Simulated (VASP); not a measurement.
# PbF2 (Immm) in VASP: further runs

Runs on PbF2. Level: PBEsol. Tasks: single point.

Everything below comes from runs of VASP 6.6.1. Logs are shortened: lines on timing, memory, paths and dates and some standing lists are left out, and cuts for length are marked.

### 1 The cell of the first run

It takes space group Immm (No. 71, orthorhombic). The conventional cell has a = 3.990 Å, b = 4.410 Å, c = 5.940 Å, α = 90.00°, β = 90.00°, γ = 90.00°. Pb (site symmetry mmm) has 8 F at 2.49 to 2.66 Å within 3.3 Å. Within 3.3 Å of F (site symmetry mm2) lie 4 Pb at 2.49 to 2.66 Å and 6 F at 2.97 Å.

### 2 Single point, PBEsol (strain -0.1000 x Voigt [0, 0, 0, 0, 1, 0])

INCAR reads:

```
PREC     = Accurate       # precision mode
ENCUT    = 520            # plane-wave cutoff, eV
EDIFF    = 1E-6           # SCF threshold, eV
ISMEAR   = 0              # smearing method
SIGMA    = 0.05           # smearing width, eV
LREAL    = F              # projectors in reciprocal space
LASPH    = T              # aspherical terms in the spheres
NELM     = 80             # most SCF steps
ALGO     = Normal         # electronic algorithm
ISIF     = 2              # what is computed and relaxed
LWAVE    = F              # write WAVECAR
LCHARG   = F              # write CHGCAR
GGA      = PS             # functional
NBANDS   = 21             # bands
```

KPOINTS reads:

```
Automatic mesh
0
Gamma
  8 8 8
```

POSCAR reads:

```
PbF2
1.0
   -0.1484925000      2.9698500000      2.9698500000
    2.8213575000      0.0000000000      2.8213575000
    2.9698500000      2.9698500000     -0.1484925000
Pb F
1 2
Direct
    0.0000000000      0.0000000000      0.0000000000
    0.2500000000      0.2500000000      0.2500000000
    0.7500000000      0.7500000000      0.7500000000
```

Potentials or basis: VASP PAW PBE potentials, release 64 (Pb_d, F).

Started as:

```sh
$ cat potpaw_PBE.64/Pb_d/POTCAR potpaw_PBE.64/F/POTCAR > POTCAR
$ mpirun -np 1 vasp_std > vasp.out
```

OUTCAR:

```text
PREC = Accurate
   ENCUT = 520
   EDIFF = 1E-6
   ISMEAR = 0
   LREAL = F
   LASPH = T
   NELM = 80
   ISIF = 2
   GGA = PS

 ion  position               nearest neighbor table
   1  0.000  0.000  0.000-   3 2.49   2 2.49   3 2.49   2 2.49   3 2.66   2 2.66   3 2.66   2 2.66

   2  0.250  0.250  0.250-   1 2.49   1 2.49   1 2.66   1 2.66
   3  0.750  0.750  0.750-   1 2.49   1 2.49   1 2.66   1 2.66

  LATTYP: Found a body centered orthorhombic cell.
 ALAT       =     3.9900020408
 B/A-ratio  =     1.1052631579
 C/A-ratio  =     1.4886458551

  Lattice vectors:

 A1 = (   2.9698500000,  -2.9698500000,  -0.1484925000)
 A2 = (  -2.9698500000,  -2.9698500000,   0.1484925000)
 A3 = (   0.1484925000,   2.9698500000,  -2.9698500000)

Analysis of symmetry for initial positions (statically):
=====================================================================
 Subroutine PRICEL returns:
 Original cell was already a primitive cell.

 Routine SETGRP: Setting up the symmetry group for a
 body centered orthorhombic supercell.

 Subroutine GETGRP returns: Found  8 space group operations
 (whereof  8 operations were pure point group operations)
 out of a pool of  8 trial point group operations.

The static configuration has the point symmetry D_2h.

Analysis of symmetry for dynamics (positions and initial velocities):
=====================================================================
 Subroutine PRICEL returns:
 Original cell was already a primitive cell.

 Routine SETGRP: Setting up the symmetry group for a
 body centered orthorhombic supercell.

 Subroutine GETGRP returns: Found  8 space group operations
 (whereof  8 operations were pure point group operations)
 out of a pool of  8 trial point group operations.

The dynamic configuration has the point symmetry D_2h.

 Subroutine INISYM returns: Found  8 space group operations
 (whereof  8 operations are pure point group operations),
 and found     1 'primitive' translations

----------------------------------------------------------------------------------------

                                     Primitive cell

  volume of cell :      52.2572

  direct lattice vectors                    reciprocal lattice vectors
    -0.148492500  2.969850000  2.969850000    -0.160341592  0.168358671  0.160341592
     2.821357500  0.000000000  2.821357500     0.177219654 -0.168358671  0.177219654
     2.969850000  2.969850000 -0.148492500     0.160341592  0.168358671 -0.160341592

  length of vectors
     4.202626330  3.990002041  4.202626330     0.282424316  0.301924252  0.282424316

  position of ions in fractional coordinates (direct lattice)
     0.000000000  0.000000000  0.000000000
     0.250000000  0.250000000  0.250000000
     0.750000000  0.750000000  0.750000000

  ion indices of the primitive-cell ions
   primitive index   ion index
                 1           1
                 2           2
                 3           3

----------------------------------------------------------------------------------------

 KPOINTS: Automatic mesh

Automatic generation of k-mesh.
 Grid dimensions read from file:
 generate k-points for:    8    8    8

 Generating k-lattice:

  Cartesian coordinates                     Fractional coordinates (reciprocal lattice)
    -0.020042699  0.021044834  0.020042699     0.125000000  0.000000000 -0.000000000
     0.022152457 -0.021044834  0.022152457     0.000000000  0.125000000 -0.000000000
     0.020042699  0.021044834 -0.020042699    -0.000000000  0.000000000  0.125000000

  Length of vectors
     0.035303040  0.037740531  0.035303040

  Shift w.r.t. Gamma in fractional coordinates (k-lattice)
     0.000000000  0.000000000  0.000000000

 Subroutine IBZKPT returns following result:
 ===========================================

 Found     95 irreducible k-points:

 Following reciprocal coordinates:
            Coordinates               Weight
  0.000000  0.000000  0.000000      1.000000
  0.125000  0.000000 -0.000000      4.000000
  0.250000  0.000000 -0.000000      4.000000
  0.375000  0.000000 -0.000000      4.000000
  0.500000  0.000000 -0.000000      2.000000
 -0.000000  0.125000  0.000000      4.000000
[... 16 lines left out ...]
  0.125000  0.375000  0.000000      8.000000
  0.250000  0.375000 -0.000000      8.000000
 [... further k-points ...]
   k-points           NKPTS =     95   k-points in BZ     NKDIM =     95   number of bands    NBANDS=     21
   number of dos      NEDOS =    301   number of ions     NIONS =      3
   total plane-waves  NPLWV =  30720
   dimension x,y,z NGX =    32 NGY =   30 NGZ =   32
   dimension x,y,z NGXF=    64 NGYF=   60 NGZF=   64
   ions per type =               1   2
   NGX,Y,Z   is equivalent  to a cutoff of  12.66, 12.50, 12.66 a.u.
   NGXF,Y,Z  is equivalent  to a cutoff of  25.32, 25.00, 25.32 a.u.
 SYSTEM =  unknown system
   PREC   = accura    normal or accurate (medium, high low for compatibility)
   ISTART =      0    job   : 0-new  1-cont  2-samecut
   ICHARG =      2    charge: 1-file 2-atom 10-const
   ISPIN  =      1    spin polarized calculation?
   LNONCOLLINEAR =      F non collinear calculations
   LSORBIT =      F    spin-orbit coupling
   LASPH  =      T    aspherical Exc in radial PAW
   ENCUT  =  520.0 eV  38.22 Ry    6.18 a.u.   7.81  7.42  7.81*2*pi/ulx,y,z
   NELM   =     80;   NELMIN=  2; NELMDL= -5     # of ELM steps
   EDIFF  = 0.1E-05   stopping-criterion for ELM
   LREAL  =      F    real-space projection
   EDIFFG = 0.1E-04   stopping-criterion for IOM
   NSW    =      0    number of steps for IOM
   IBRION =     -1    ionic relax: 0-MD 1-quasi-New 2-CG
   NFREE  =      0    steps in history (QN), initial steepest desc. (CG)
   ISIF   =      2    stress and relaxation
   ISYM   =      2    0-nonsym 1-usesym 2-fastsym
   POTIM  = 0.5000    time-step for ionic-motion
   TEBEG  =    0.0;   TEEND  =   0.0 temperature during run
   PSTRESS=    0.0 pullay stress
   NELECT =      28.0000    total number of electrons
   NUPDOWN=      -1.0000    fix difference up-down
   EMIN   =  10.00;   EMAX   =-10.00  energy-range for DOS
   EFERMI =   0.00;   METHOD = LEGACY
   ISMEAR =     0;   SIGMA  =   0.05  broadening in eV -4-tet -1-fermi 0-gaus
   EFERMI_NEDOS =   21; number of points for ismear=-14 and -15
   IALGO  =     38    algorithm
   IMIX   =      4    mixing-type and parameters
     AMIX     =   0.40;   BMIX     =  1.00
     AMIX_MAG =   1.60;   BMIX_MAG =  1.00
  volume/ion in A,a.u.               =      17.42       117.55
  Fermi-wavevector in a.u.,A,eV,Ry     =   1.329675  2.512721 24.055569  1.768034
  Thomas-Fermi vector in A             =   2.458819
   LORBIT       =      0    0 simple, 1 ext, 2 COOP (PROOUT), +10 PAW based schemes
   GGA     = PS    functional components
   LHFCALC =     F    Hartree Fock is set to
   AEXX    =    0.0000 exact exchange contribution
   IVDW    =     0    specifies the selected vdW correction
   LEPSILON=     F    determine dielectric tensor
   LRPA    =     F    only Hartree local field effects (RPA)
 non-spin polarized calculation
 Gauss-broadening in eV      SIGMA  =   0.05
  energy-cutoff  :      520.00
  volume of cell :       52.26
 maximum number of plane-waves:      1426
   NGX = 15   NGY = 15   NGZ = 15

 number of electron      27.9999992 magnetization

 Free energy of the ion-electron system (eV)
  ---------------------------------------------------
  ext. energy  EPLUGINS =         0.00000000
  ---------------------------------------------------
  free energy    TOTEN  =       -14.88360936 eV

  energy without entropy =      -14.88360936  energy(sigma->0) =      -14.88360936

 E-fermi :   2.0854     XC(G=0):  -9.6356

 val. band max:        1.8018872875   @ k =   0.2500  -0.3750   0.2500
 cond. band min:       5.9873749739   @ k =   0.5000   0.5000  -0.0000
 fundamental gap:      4.1854876864
 Fermi energy:         2.0853803560

 k-point     1 :       0.0000    0.0000    0.0000
  band No.  band energies     occupation
      1     -19.2817      2.00000
      2     -18.6503      2.00000
      3     -12.6715      2.00000
      4     -12.6652      2.00000
      5     -12.6507      2.00000
      6     -12.5989      2.00000
[... 13 lines left out ...]
     20      16.7649      0.00000
     21      18.1288      0.00000

 k-point     2 :       0.1250    0.0000   -0.0000
  band No.  band energies     occupation
      1     -19.2535      2.00000
      2     -18.6760      2.00000
      3     -12.6635      2.00000
      4     -12.6452      2.00000
      5     -12.6398      2.00000
      6     -12.5979      2.00000
[... 13 lines left out ...]
     20      16.5553      0.00000
     21      18.0339      0.00000

 k-point     3 :       0.2500    0.0000   -0.0000
  band No.  band energies     occupation
      1     -19.1786      2.00000
      2     -18.7448      2.00000
      3     -12.6534      2.00000
      4     -12.6368      2.00000
      5     -12.5983      2.00000
      6     -12.5909      2.00000
[... 13 lines left out ...]
     20      16.2313      0.00000
     21      17.0209      0.00000

 k-point     4 :       0.3750    0.0000   -0.0000
  band No.  band energies     occupation
      1     -19.0786      2.00000
      2     -18.8366      2.00000
      3     -12.6478      2.00000
      4     -12.6347      2.00000
      5     -12.5946      2.00000
      6     -12.5773      2.00000
[... 13 lines left out ...]
     20      16.0529      0.00000
     21      16.0848      0.00000

 k-point     5 :       0.5000    0.0000   -0.0000
  band No.  band energies     occupation
      1     -19.0044      2.00000
      2     -18.9067      2.00000
      3     -12.6468      2.00000
      4     -12.6350      2.00000
      5     -12.5917      2.00000
      6     -12.5704      2.00000
[... 13 lines left out ...]
     20      15.7125      0.00000
     21      16.0101      0.00000
[... 382 lines left out ...]
     20      15.9392      0.00000
     21      17.7839      0.00000

 k-point    22 :       0.0000    0.3750    0.0000
  band No.  band energies     occupation
      1     -19.0552      2.00000
      2     -18.8484      2.00000
      3     -12.6503      2.00000
      4     -12.6461      2.00000
      5     -12.5867      2.00000
      6     -12.5529      2.00000
[... 13 lines left out ...]
     20      15.5744      0.00000
     21      16.2505      0.00000

 k-point    23 :       0.1250    0.3750    0.0000
  band No.  band energies     occupation
      1     -19.0729      2.00000
      2     -18.8314      2.00000
      3     -12.6427      2.00000
      4     -12.6389      2.00000
      5     -12.5965      2.00000
      6     -12.5536      2.00000
[... 13 lines left out ...]
     20      16.3237      0.00000
     21      17.1571      0.00000

 k-point    24 :       0.2500    0.3750   -0.0000
  band No.  band energies     occupation
      1     -19.0647      2.00000
      2     -18.8358      2.00000
      3     -12.6340      2.00000
      4     -12.6197      2.00000
      5     -12.6032      2.00000
      6     -12.5534      2.00000
[... 13 lines left out ...]
     20      16.8507      0.00000
     21      17.9162      0.00000

 [... further k-points ...]
[... 5 lines left out ...]
  --------------------------------------------------------------------------------------
  -------------------------------------------------------------------------------------
  Total       -0.2616971     -0.2434384     -0.2616971     -0.0000000     -0.0000000      0.9959960
  in kB       -8.0234838     -7.4636823     -8.0234838     -0.0000000     -0.0000000     30.5366737
  external PRESSURE =      -7.8368833 kB  Pullay stress =       0.0000000 kB

 VOLUME and BASIS-vectors are now :
 -----------------------------------------------------------------------------
  energy-cutoff  :      520.00
  volume of cell :       52.26
      direct lattice vectors                 reciprocal lattice vectors
    -0.148492500  2.969850000  2.969850000    -0.160341592  0.168358671  0.160341592
     2.821357500  0.000000000  2.821357500     0.177219654 -0.168358671  0.177219654
     2.969850000  2.969850000 -0.148492500     0.160341592  0.168358671 -0.160341592

 POSITION                                       TOTAL-FORCE (eV/Angst)
 -----------------------------------------------------------------------------------
      0.00000      0.00000      0.00000         0.000000     -0.000000     -0.000000
      1.41068      1.48493      1.41068         0.000000      0.244042      0.000000
      4.23204      4.45477      4.23204        -0.000000     -0.244042     -0.000000
 -----------------------------------------------------------------------------------
    total drift:                                0.000000     -0.000000      0.000000

  FREE ENERGIE OF THE ION-ELECTRON SYSTEM (eV)
  ---------------------------------------------------
  free  energy   TOTEN  =       -14.8836093622 eV

  energy  without entropy=      -14.8836093622  energy(sigma->0) =      -14.88360936
```

Wall time 54 s (1 thread of Intel Xeon 6975P-C (Granite Rapids), shared host); peak memory 0.23 GiB.

Results:

```
Free energy            : -14.8836 eV
Pressure               : -0.8 GPa
Largest force          : 0.244 eV/Å
Band gap on the k mesh : 4.19 eV (least direct gap 4.38 eV)
```

Forces in eV/Å, atoms in the order of the input:
```
Pb   0.000  0.000  0.000
F    0.000  0.244  0.000
F    0.000 -0.244  0.000
```

Caveat: the cell differs from its parent crystal (strain -0.1000 x Voigt [0, 0, 0, 0, 1, 0]); the PAW data sets were made with another functional, which shifts forces and pressure a little; spin-orbit coupling is left out, which moves the levels of the heavy elements. A k mesh can miss the band edges.

[end of part 1 of 2]
